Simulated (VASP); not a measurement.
# HfN (I-4m2) in VASP: notebook

Runs on HfN. Level: PBEsol. Tasks: single point.

All numbers are computed with VASP 6.6.1; they aren't measurements. Logs are shortened: lines on timing, memory, paths and dates and some standing lists are left out, and cuts for length are marked.

### Step 1. The cell of the first run

It takes space group I-4m2 (No. 119, tetragonal). The conventional cell has a = 3.194 Å, b = 3.194 Å, c = 5.302 Å, α = 90.00°, β = 90.00°, γ = 90.00°. Within 2.7 Å of Hf (site symmetry -4m2) lie 4 N at 2.08 Å. Within 2.7 Å of N (site symmetry -4m2) lie 4 Hf at 2.08 Å.

### Step 2. Single point, PBEsol (strain -0.080 along x and y, +0.080 along z)

INCAR

```
  ALGO = Normal
  EDIFF = 1E-6
  ENCUT = 520
  GGA = PS
  ISIF = 2
  ISMEAR = 0
  LASPH = T
  LCHARG = F
  LREAL = F
  LWAVE = F
  NBANDS = 14
  NELM = 60
  PREC = Accurate
  SIGMA = 0.15
```

KPOINTS

```
k-points
0
Gamma
  16 16 16
```

POSCAR

```
HfN
1.0
    0.0000000000      2.2584362400      2.6512077600
    2.2584362400      0.0000000000      2.6512077600
    2.2584362400      2.2584362400      0.0000000000
Hf N
1 1
Direct
    0.0000000000      0.0000000000      0.0000000000
    0.7500000000      0.7500000000      0.7500000000
```

Potentials or basis: VASP PAW PBE potentials, release 64 (Hf_pv, N).

Started as:

```console
$ cat potpaw_PBE.64/Hf_pv/POTCAR potpaw_PBE.64/N/POTCAR > POTCAR
$ mpirun -np 1 vasp_std > vasp.out
```

OUTCAR:

```text
EDIFF = 1E-6
   ENCUT = 520
   GGA = PS
   ISIF = 2
   ISMEAR = 0
   LASPH = T
   LREAL = F
   NELM = 60
   PREC = Accurate

 ion  position               nearest neighbor table
   1  0.000  0.000  0.000-   2 2.08   2 2.08   2 2.08   2 2.08
   2  0.750  0.750  0.750-   1 2.08   1 2.08   1 2.08   1 2.08

  LATTYP: Found a body centered tetragonal cell.
 ALAT       =     3.1939111604
 C/A-ratio  =     1.6601637471

  Lattice vectors:

 A1 = (  -2.2584362400,   0.0000000000,   2.6512077600)
 A2 = (   2.2584362400,   0.0000000000,   2.6512077600)
 A3 = (   0.0000000000,   2.2584362400,  -2.6512077600)

Analysis of symmetry for initial positions (statically):
=====================================================================
 Subroutine PRICEL returns:
 Original cell was already a primitive cell.

 Routine SETGRP: Setting up the symmetry group for a
 body centered tetragonal supercell.

 Subroutine GETGRP returns: Found  8 space group operations
 (whereof  8 operations were pure point group operations)
 out of a pool of 16 trial point group operations.

The static configuration has the point symmetry D_2d.

Analysis of symmetry for dynamics (positions and initial velocities):
=====================================================================
 Subroutine PRICEL returns:
 Original cell was already a primitive cell.

 Routine SETGRP: Setting up the symmetry group for a
 body centered tetragonal supercell.

 Subroutine GETGRP returns: Found  8 space group operations
 (whereof  8 operations were pure point group operations)
 out of a pool of 16 trial point group operations.

The dynamic configuration has the point symmetry D_2d.

 Subroutine INISYM returns: Found  8 space group operations
 (whereof  8 operations are pure point group operations),
 and found     1 'primitive' translations

----------------------------------------------------------------------------------------

                                     Primitive cell

  volume of cell :      27.0452

  direct lattice vectors                    reciprocal lattice vectors
     0.000000000  2.258436240  2.651207760    -0.221392126  0.221392126  0.188593292
     2.258436240  0.000000000  2.651207760     0.221392126 -0.221392126  0.188593292
     2.258436240  2.258436240  0.000000000     0.221392126  0.221392126 -0.188593292

  length of vectors
     3.482734104  3.482734104  3.193911160     0.365508381  0.365508381  0.365508381

[... 85 lines left out ...]
   NFREE  =      0    steps in history (QN), initial steepest desc. (CG)
   ISIF   =      2    stress and relaxation
   ISYM   =      2    0-nonsym 1-usesym 2-fastsym
   POTIM  = 0.5000    time-step for ionic-motion
   TEBEG  =    0.0;   TEEND  =   0.0 temperature during run
   PSTRESS=    0.0 pullay stress
   NELECT =      15.0000    total number of electrons
   NUPDOWN=      -1.0000    fix difference up-down
   EMIN   =  10.00;   EMAX   =-10.00  energy-range for DOS
   EFERMI =   0.00;   METHOD = LEGACY
   ISMEAR =     0;   SIGMA  =   0.15  broadening in eV -4-tet -1-fermi 0-gaus
   EFERMI_NEDOS =   21; number of points for ismear=-14 and -15
   IALGO  =     38    algorithm
   IMIX   =      4    mixing-type and parameters
     AMIX     =   0.40;   BMIX     =  1.00
     AMIX_MAG =   1.60;   BMIX_MAG =  1.00
  volume/ion in A,a.u.               =      13.52        91.25
  Fermi-wavevector in a.u.,A,eV,Ry     =   1.345061  2.541797 24.615527  1.809190
  Thomas-Fermi vector in A             =   2.473005
   LORBIT       =      0    0 simple, 1 ext, 2 COOP (PROOUT), +10 PAW based schemes
   GGA     = PS    functional components
   LHFCALC =     F    Hartree Fock is set to
   AEXX    =    0.0000 exact exchange contribution
   IVDW    =     0    specifies the selected vdW correction
   LEPSILON=     F    determine dielectric tensor
   LRPA    =     F    only Hartree local field effects (RPA)
 non-spin polarized calculation
 Gauss-broadening in eV      SIGMA  =   0.15
  energy-cutoff  :      520.00
  volume of cell :       27.05
 maximum number of plane-waves:       752
 NGX is ok and might be reduce to    28
   NGX = 13   NGY = 13   NGZ = 11

 number of electron      15.0000000 magnetization

 Free energy of the ion-electron system (eV)
  ---------------------------------------------------
  ext. energy  EPLUGINS =         0.00000000
  ---------------------------------------------------
  free energy    TOTEN  =       -21.96502216 eV

  energy without entropy =      -21.95635734  energy(sigma->0) =      -21.96068975

 E-fermi :   6.3165     XC(G=0): -11.8463

 val. band max:        6.3104744071   @ k =  -0.2500   0.0625   0.3125
 cond. band min:       6.3179775963   @ k =  -0.3125   0.2500   0.1875
 fundamental gap:      0.0075031893
 Fermi energy:         6.3165474184

 k-point     1 :       0.0000    0.0000    0.0000
  band No.  band energies     occupation
      1     -24.4748      2.00000
      2     -24.4349      2.00000
      3     -24.4349      2.00000
      4     -10.1902      2.00000
      5       0.3062      2.00000
      6       0.8387      2.00000
      7       0.8387      2.00000
      8       5.4629      2.00000
      9       7.8754      0.00000
     10       9.8616      0.00000
     11      11.4035      0.00000
     12      14.3131      0.00000
     13      14.3131      0.00000
     14      19.0169      0.00000
[... 377 lines left out ...]
      1     -24.5251      2.00000
      2     -24.4845      2.00000
      3     -24.4343      2.00000
      4     -10.0321      2.00000
      5       0.2764      2.00000
      6       0.6366      2.00000
      7       0.9245      2.00000
      8       5.9661      1.99905
      9       8.2075      0.00000
     10       9.3644      0.00000
     11      11.5824      0.00000
     12      13.9931      0.00000
     13      14.6214      0.00000
     14      18.9107      0.00000

 [... further k-points ...]
[... 5 lines left out ...]
  --------------------------------------------------------------------------------------
  -------------------------------------------------------------------------------------
  Total        3.4978339      3.4978339     -0.8169827      0.0000000      0.0000000      0.0000000
  in kB      207.2145940    207.2145940    -48.3987341      0.0000000      0.0000000      0.0000000
  external PRESSURE =     122.0101513 kB  Pullay stress =       0.0000000 kB

 VOLUME and BASIS-vectors are now :
 -----------------------------------------------------------------------------
  energy-cutoff  :      520.00
  volume of cell :       27.05
      direct lattice vectors                 reciprocal lattice vectors
     0.000000000  2.258436240  2.651207760    -0.221392126  0.221392126  0.188593292
     2.258436240  0.000000000  2.651207760     0.221392126 -0.221392126  0.188593292
     2.258436240  2.258436240  0.000000000     0.221392126  0.221392126 -0.188593292

 POSITION                                       TOTAL-FORCE (eV/Angst)
 -----------------------------------------------------------------------------------
      0.00000      0.00000      0.00000        -0.000000     -0.000000     -0.000000
      3.38765      3.38765      3.97681         0.000000      0.000000      0.000000
 -----------------------------------------------------------------------------------
    total drift:                                0.000001      0.000001     -0.000000

  FREE ENERGIE OF THE ION-ELECTRON SYSTEM (eV)
  ---------------------------------------------------
  free  energy   TOTEN  =       -21.9650221595 eV

  energy  without entropy=      -21.9563573410  energy(sigma->0) =      -21.96068975
```

Wall time 45 s (1 thread of Intel Xeon 6975P-C (Granite Rapids), shared host); peak memory 0.26 GiB.

Results:

```
Free energy : -21.9650 eV
Pressure    : 12.2 GPa
```

Stress tensor (GPa, compression positive):
```
20.72  0.00  0.00
 0.00 20.72  0.00
 0.00  0.00 -4.84
```

Caveat: the cell differs from its parent crystal (strain -0.080 along x and y, +0.080 along z); the PAW data sets were made with another functional, which shifts forces and pressure a little; spin-orbit coupling is left out, which moves the levels of the heavy elements.

### Step 3. Single point, PBEsol (strain +0.000 along x and y, -0.040 along z)

INCAR

```
SYSTEM = HfN
  PREC = Accurate
  ENCUT = 520
  EDIFF = 1E-7
  ISMEAR = 0
  SIGMA = 0.15
  LREAL = .FALSE.
  LASPH = .TRUE.
  NELM = 80
  ALGO = Normal
  ISIF = 2
  LWAVE = .FALSE.
  LCHARG = .FALSE.
  GGA = PS
  NBANDS = 14
```

KPOINTS

```
Automatic mesh
0
G
  16 16 16
  0 0 0
```

POSCAR

```
HfN
1.0
    0.0000000000      2.4548220000      2.3566291200
    2.4548220000      0.0000000000      2.3566291200
    2.4548220000      2.4548220000      0.0000000000
Hf N
1 1
Direct
    0.0000000000      0.0000000000      0.0000000000
    0.7500000000      0.7500000000      0.7500000000
```

Potentials or basis: VASP PAW PBE potentials, release 64 (Hf_pv, N).

Started as:

```console
$ cat potpaw_PBE.64/Hf_pv/POTCAR potpaw_PBE.64/N/POTCAR > POTCAR
$ mpirun -np 1 vasp_std > vasp.out
```

OUTCAR:

```text
SYSTEM = HfN
   PREC = Accurate
   ENCUT = 520
   EDIFF = 1E-7
   ISMEAR = 0
   LREAL = .FALSE.
   LASPH = .TRUE.
   NELM = 80
   ISIF = 2
   GGA = PS

 ion  position               nearest neighbor table
   1  0.000  0.000  0.000-   2 2.10   2 2.10   2 2.10   2 2.10
   2  0.750  0.750  0.750-   1 2.10   1 2.10   1 2.10   1 2.10

  LATTYP: Found a body centered tetragonal cell.
 ALAT       =     3.4716425656
 C/A-ratio  =     1.3576450199

  Lattice vectors:

 A1 = (   0.0000000000,  -2.4548220000,  -2.3566291200)
 A2 = (   0.0000000000,   2.4548220000,  -2.3566291200)
 A3 = (   2.4548220000,   0.0000000000,   2.3566291200)

Analysis of symmetry for initial positions (statically):
=====================================================================
 Subroutine PRICEL returns:
 Original cell was already a primitive cell.

 Routine SETGRP: Setting up the symmetry group for a
 body centered tetragonal supercell.

 Subroutine GETGRP returns: Found  8 space group operations
 (whereof  8 operations were pure point group operations)
 out of a pool of 16 trial point group operations.

The static configuration has the point symmetry D_2d.

Analysis of symmetry for dynamics (positions and initial velocities):
=====================================================================
 Subroutine PRICEL returns:
 Original cell was already a primitive cell.

 Routine SETGRP: Setting up the symmetry group for a
 body centered tetragonal supercell.

 Subroutine GETGRP returns: Found  8 space group operations
 (whereof  8 operations were pure point group operations)
 out of a pool of 16 trial point group operations.

The dynamic configuration has the point symmetry D_2d.

 Subroutine INISYM returns: Found  8 space group operations
 (whereof  8 operations are pure point group operations),
 and found     1 'primitive' translations

----------------------------------------------------------------------------------------

                                     Primitive cell

  volume of cell :      28.4028

  direct lattice vectors                    reciprocal lattice vectors
     0.000000000  2.454822000  2.356629120    -0.203680756  0.203680756  0.212167454
     2.454822000  0.000000000  2.356629120     0.203680756 -0.203680756  0.212167454
     2.454822000  2.454822000  0.000000000     0.203680756  0.203680756 -0.212167454

  length of vectors
     3.402918139  3.402918139  3.471642566     0.357752329  0.357752329  0.357752329

  position of ions in fractional coordinates (direct lattice)
     0.000000000  0.000000000  0.000000000
     0.750000000  0.750000000  0.750000000

  ion indices of the primitive-cell ions
   primitive index   ion index
                 1           1
                 2           2

----------------------------------------------------------------------------------------

 KPOINTS: Automatic mesh

Automatic generation of k-mesh.
 Grid dimensions read from file:
 generate k-points for:   16   16   16

 Generating k-lattice:

  Cartesian coordinates                     Fractional coordinates (reciprocal lattice)
    -0.012730047  0.012730047  0.013260466     0.062500000  0.000000000  0.000000000
     0.012730047 -0.012730047  0.013260466     0.000000000  0.062500000  0.000000000
     0.012730047  0.012730047 -0.013260466     0.000000000  0.000000000  0.062500000

  Length of vectors
     0.022359521  0.022359521  0.022359521

  Shift w.r.t. Gamma in fractional coordinates (k-lattice)
     0.000000000  0.000000000  0.000000000

 Subroutine IBZKPT returns following result:
 ===========================================

 Found    349 irreducible k-points:

 Following reciprocal coordinates:
            Coordinates               Weight
  0.000000  0.000000  0.000000      1.000000
  0.062500  0.000000  0.000000      8.000000
  0.125000  0.000000  0.000000      8.000000
  0.187500 -0.000000  0.000000      8.000000
  0.250000  0.000000  0.000000      8.000000
  0.312500  0.000000  0.000000      8.000000
[... 16 lines left out ...]
 -0.125000  0.062500  0.000000      8.000000
 -0.062500  0.062500  0.000000      4.000000
 [... further k-points ...]
   k-points           NKPTS =    349   k-points in BZ     NKDIM =    349   number of bands    NBANDS=     14
   number of dos      NEDOS =    301   number of ions     NIONS =      2
   total plane-waves  NPLWV =  21952
   dimension x,y,z NGX =    28 NGY =   28 NGZ =   28
   dimension x,y,z NGXF=    56 NGYF=   56 NGZF=   56
   ions per type =               1   1
   NGX,Y,Z   is equivalent  to a cutoff of  13.68, 13.68, 13.41 a.u.
   NGXF,Y,Z  is equivalent  to a cutoff of  27.36, 27.36, 26.82 a.u.
 SYSTEM =  HfN
   PREC   = accura    normal or accurate (medium, high low for compatibility)
   ISTART =      0    job   : 0-new  1-cont  2-samecut
   ICHARG =      2    charge: 1-file 2-atom 10-const
   ISPIN  =      1    spin polarized calculation?
   LNONCOLLINEAR =      F non collinear calculations
   LSORBIT =      F    spin-orbit coupling
   LASPH  =      T    aspherical Exc in radial PAW
   ENCUT  =  520.0 eV  38.22 Ry    6.18 a.u.   6.33  6.33  6.45*2*pi/ulx,y,z
   NELM   =     80;   NELMIN=  2; NELMDL= -5     # of ELM steps
   EDIFF  = 0.1E-06   stopping-criterion for ELM
   LREAL  =      F    real-space projection
   EDIFFG = 0.1E-05   stopping-criterion for IOM
   NSW    =      0    number of steps for IOM
   IBRION =     -1    ionic relax: 0-MD 1-quasi-New 2-CG
   NFREE  =      0    steps in history (QN), initial steepest desc. (CG)
   ISIF   =      2    stress and relaxation
   ISYM   =      2    0-nonsym 1-usesym 2-fastsym
   POTIM  = 0.5000    time-step for ionic-motion
   TEBEG  =    0.0;   TEEND  =   0.0 temperature during run
   PSTRESS=    0.0 pullay stress
   NELECT =      15.0000    total number of electrons
   NUPDOWN=      -1.0000    fix difference up-down
   EMIN   =  10.00;   EMAX   =-10.00  energy-range for DOS
   EFERMI =   0.00;   METHOD = LEGACY
   ISMEAR =     0;   SIGMA  =   0.15  broadening in eV -4-tet -1-fermi 0-gaus
   EFERMI_NEDOS =   21; number of points for ismear=-14 and -15
   IALGO  =     38    algorithm
   IMIX   =      4    mixing-type and parameters
     AMIX     =   0.40;   BMIX     =  1.00
     AMIX_MAG =   1.60;   BMIX_MAG =  1.00
  volume/ion in A,a.u.               =      14.20        95.84
  Fermi-wavevector in a.u.,A,eV,Ry     =   1.323279  2.500635 23.824726  1.751068
  Thomas-Fermi vector in A             =   2.452899
   LORBIT       =      0    0 simple, 1 ext, 2 COOP (PROOUT), +10 PAW based schemes
   GGA     = PS    functional components
   LHFCALC =     F    Hartree Fock is set to
   AEXX    =    0.0000 exact exchange contribution
   IVDW    =     0    specifies the selected vdW correction
   LEPSILON=     F    determine dielectric tensor
   LRPA    =     F    only Hartree local field effects (RPA)
 non-spin polarized calculation
 Gauss-broadening in eV      SIGMA  =   0.15
  energy-cutoff  :      520.00
  volume of cell :       28.40
 maximum number of plane-waves:       781
 NGX is ok and might be reduce to    28
   NGX = 13   NGY = 13   NGZ = 13

 number of electron      15.0000001 magnetization

 Free energy of the ion-electron system (eV)
  ---------------------------------------------------
  ext. energy  EPLUGINS =         0.00000000
  ---------------------------------------------------
  free energy    TOTEN  =       -22.25569414 eV

  energy without entropy =      -22.24852555  energy(sigma->0) =      -22.25210985

 E-fermi :   5.9278     XC(G=0): -11.5934

 val. band max:        5.9156645366   @ k =   0.3750   0.2500   0.0625
 cond. band min:       5.9369284894   @ k =  -0.3125   0.2500   0.1250
 fundamental gap:      0.0212639528
 Fermi energy:         5.9278491288

 k-point     1 :       0.0000    0.0000    0.0000
  band No.  band energies     occupation
      1     -24.9962      2.00000
      2     -24.9914      2.00000
      3     -24.9914      2.00000
      4     -10.3858      2.00000
      5       0.2526      2.00000
      6       0.2526      2.00000
      7       0.3600      2.00000
      8       5.2786      2.00000
      9       7.9440      0.00000
     10       8.4882      0.00000
     11      12.5322      0.00000
     12      12.5322      0.00000
     13      13.2175      0.00000
     14      18.4168      0.00000
[... 375 lines left out ...]
 k-point    24 :      -0.0625    0.0625    0.0000
  band No.  band energies     occupation
      1     -25.0431      2.00000
      2     -25.0114      2.00000
      3     -24.9968      2.00000
      4     -10.2503      2.00000
      5       0.0381      2.00000
      6       0.3158      2.00000
      7       0.4640      2.00000
      8       5.8275      1.65594
      9       7.6526      0.00000
     10       8.3708      0.00000
     11      12.3961      0.00000
     12      12.9098      0.00000
     13      13.2573      0.00000
     14      18.1754      0.00000

 [... further k-points ...]
[... 5 lines left out ...]
  --------------------------------------------------------------------------------------
  -------------------------------------------------------------------------------------
  Total        0.0457113      0.0457113      1.0542358      0.0000000      0.0000000      0.0000000
  in kB        2.5785363      2.5785363     59.4685165      0.0000000      0.0000000      0.0000000
  external PRESSURE =      21.5418630 kB  Pullay stress =       0.0000000 kB

 VOLUME and BASIS-vectors are now :
 -----------------------------------------------------------------------------
  energy-cutoff  :      520.00
  volume of cell :       28.40
      direct lattice vectors                 reciprocal lattice vectors
     0.000000000  2.454822000  2.356629120    -0.203680756  0.203680756  0.212167454
     2.454822000  0.000000000  2.356629120     0.203680756 -0.203680756  0.212167454
     2.454822000  2.454822000  0.000000000     0.203680756  0.203680756 -0.212167454

 POSITION                                       TOTAL-FORCE (eV/Angst)
 -----------------------------------------------------------------------------------
      0.00000      0.00000      0.00000         0.000000      0.000000     -0.000000
      3.68223      3.68223      3.53494        -0.000000     -0.000000      0.000000
 -----------------------------------------------------------------------------------
    total drift:                                0.000000      0.000000     -0.000000

  FREE ENERGIE OF THE ION-ELECTRON SYSTEM (eV)
  ---------------------------------------------------
  free  energy   TOTEN  =       -22.2556941423 eV

  energy  without entropy=      -22.2485255487  energy(sigma->0) =      -22.25210985
```

Run time: 63 s. Hardware: 1 thread of Intel Xeon 6975P-C (Granite Rapids), shared host; peak memory 0.27 GiB.

What came out:

| Item | Value |
| --- | --- |
| Free energy | -22.2557 eV |
| Pressure | 2.2 GPa |

Stress tensor (GPa, compression positive):
```
0.26 0.00 0.00
0.00 0.26 0.00
0.00 0.00 5.95
```

Levels at points of the mesh, in eV from the Fermi level:
```
           k point  band 5  band 6  band 7  band 8  band 9  band 10  band 11  band 12
(0.00, 0.00, 0.00)   -5.68   -5.68   -5.57   -0.65    2.02     2.56     6.60     6.60
(0.50, 0.00, 0.00)   -5.82   -5.13   -4.92    1.59    2.82     2.85     4.27     5.50
(0.50, 0.50, 0.00)   -7.10   -3.72   -3.72   -0.98    2.31     4.20     4.88     4.88
(0.50, 0.00, 0.50)   -7.19   -3.68   -3.55   -1.26    2.15     4.28     4.84     4.91
```

Caveat: the cell differs from its parent crystal (strain +0.000 along x and y, -0.040 along z); the PAW data sets were made with another functional, which shifts forces and pressure a little; spin-orbit coupling is left out, which moves the levels of the heavy elements.

(Continued in part 2 of 2.)
